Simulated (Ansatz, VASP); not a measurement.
# Li in VASP and in Ansatz

Contents of INCAR:

```
SYSTEM = Li
PREC = Accurate ; ENCUT = 520
EDIFF = 1E-6 ; ISMEAR = 0
SIGMA = 0.15 ; LREAL = .FALSE.
LASPH = .TRUE. ; NELM = 80
ALGO = Normal ; ISIF = 2
LWAVE = .FALSE. ; LCHARG = .TRUE.
GGA = PS ; IVDW = 12
LELF = .TRUE. ; LVHAR = .TRUE.
NBANDS = 10
```

The input KPOINTS:

```
Automatic mesh
0
G
  16 16 10
  0 0 0
```

File POSCAR:

```
Li
1.0
    0.0000000000     -2.0116598259     -2.0954789853
    0.0000000000      2.0116598259     -2.0954789853
    4.0233196518      0.0000000000      0.0000000000
Li
2
Direct
    0.5000000000      0.5000000000      0.4841802279
    0.0000000000      0.0000000000      0.0158197721
```

Input for Ansatz:

```yaml
crystal:
  lattice:
    - [0.0, -2.0116598259, -2.0954789853]
    - [0.0, 2.0116598259, -2.0954789853]
    - [4.0233196518, 0.0, 0.0]
  atoms:
    - { symbol: Li, position: [0.5, 0.5, 0.4841802279] }
    - { symbol: Li, position: [0.0, 0.0, 0.0158197721] }
basis:
  ecutwfc: 520.0
kpoints:
  mp_grid: { grid: [16, 16, 10] }
hamiltonian:
  xc: pbesol
  pseudopotentials: { kind: paw }
  dispersion: d3bj
scf:
  occupations: { method: gaussian, width: 0.15 }
output:
  forces: true
  stress: true
  eigenvalues: true
```

Change from the starting cell: mode 6 frozen in at -0.066 Å, equal normal strain along x and y -0.0400.

Alike in both runs: task single point; functional PBEsol; dispersion D3(BJ); k mesh 16 × 16 × 10; occupations gaussian, width 0.15 eV; no spin polarisation.

```csv
,VASP,Ansatz
version,VASP 6.6.1,Ansatz 0.2.0
potentials or method,"VASP PAW PBE potentials, release 64 (Li_sv), cutoff 520 eV","scalar-relativistic, plane waves, PAW"
valence electrons in the cell,6,6
```

```tsv
	VASP	Ansatz	Ansatz less VASP
gap on the k mesh at the Fermi level (eV)	none	none	-
rms of the force components (eV/Å)	0.170	0.170	-0.0005
```

VASP's potentials were made for PBE, not for PBEsol. Atom by atom the forces differ by 0.000 eV/Å (rms over components). A gap of «none» marks a metal or a gap that the smearing closes.

Noted on VASP's run: the cutoff is short for stress, so the pressure is rough.
